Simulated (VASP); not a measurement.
LiH: elastic constants with LDA

The system is LiH.

```
Li H
1.0
     0.00000    1.95525    1.95525
     1.95525    0.00000    1.95525
     1.95525    1.95525    0.00000
Li H
1 1
Direct
  0.00000 0.00000 0.00000
  0.50000 0.50000 0.50000
```

* Program: VASP 6.6.1
* Task: elastic constants
* Functional: LDA
* Potentials or basis: VASP PAW LDA potentials, release 64 (Li_sv, H)
* Cutoff: 600 eV
* k mesh: 10 × 10 × 10
* Occupations: gaussian, width 0.01 eV
* Spin: no spin polarisation
* Dipole correction: no
* Ions in elastic constants: relaxed
* Further INCAR settings: ALGO = Normal; EDIFF = 1e-08; IBRION = 6; POTIM = 0.015; NSW = 1; ISIF = 3

```yaml
Elastic_constants_C11_C12_C44: 101, 9, 51 GPa
Voigt_bulk_modulus: 40 GPa
Highest_phonon_frequency_at_Γ_LO-TO_splitting_left_out: 650 cm⁻¹
```

Phonon frequencies in cm⁻¹ (negative: imaginary):
| q point | frequencies |
| --- | --- |
| (0.000, 0.000, 0.000) | 0 0 0 650 650 650 |

Elastic tensor in Voigt notation (GPa, in the Cartesian axes of the cell as first typed):
```
101   9   9   0   0   0
  9 101   9   0   0   0
  9   9 101   0   0   0
  0   0   0  51   0   0
  0   0   0   0  51   0
  0   0   0   0   0  51
```

Clamped-ion elastic tensor (GPa):
```
101   9   9   0   0   0
  9 101   9   0   0   0
  9   9 101   0   0   0
  0   0   0  51   0   0
  0   0   0   0  51   0
  0   0   0   0   0  51
```

Run time: 3.9 min on 1 thread of Intel Xeon 6975P-C (shared host), peak memory 0.17 GiB.

Caveat: the cutoff is under 1.25 times the usual one of these potentials, so pressure, stress and relaxed cells hold a basis-set (Pulay) error.
